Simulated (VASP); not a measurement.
SnO2 (Cassiterite):

```xyz
6
Lattice="4.6740 0.0000 0.0000 0.0000 4.6740 0.0000 0.0000 0.0000 3.1434" Properties=species:S:1:pos:R:3 pbc="T T T"
Sn    2.3370    2.3370    1.5717
Sn    0.0000    0.0000    0.0000
O     3.7724    0.9016    1.5717
O     3.2386    3.2386    0.0000
O     0.9016    3.7724    1.5717
O     1.4354    1.4354    0.0000
```

Base run:

| Item | Value |
| --- | --- |
| Program | VASP 6.6.1 |
| Functional | BLYP |
| Dispersion | D3(BJ) |
| Potentials or basis | VASP PAW PBE potentials, release 64 (Sn_d, O) |
| Cutoff | 520 eV |
| k mesh | 6 × 6 × 8 |
| Occupations | fermi-dirac, width 0.05 eV |
| Spin | no spin polarisation |

Its results: band gap on the k mesh 1.86 eV, direct; pressure 21.6 GPa; largest force 0.578 eV/Å.

Task: The run is repeated on the same cell with these changes: functional from BLYP to revPBE; further incar settings from ALGO = Normal; EDIFF = 1e-06; NBANDS = 35 to ALGO = Normal; EDIFF = 1e-07; NBANDS = 35. What comes out?

Result: Band gap on the k mesh 1.83 eV, direct; pressure 18.9 GPa; largest force 0.517 eV/Å.

Caveats: the PAW data sets were made with another functional, which shifts forces and pressure a little; spin-orbit coupling is left out, which moves the levels of the heavy elements.

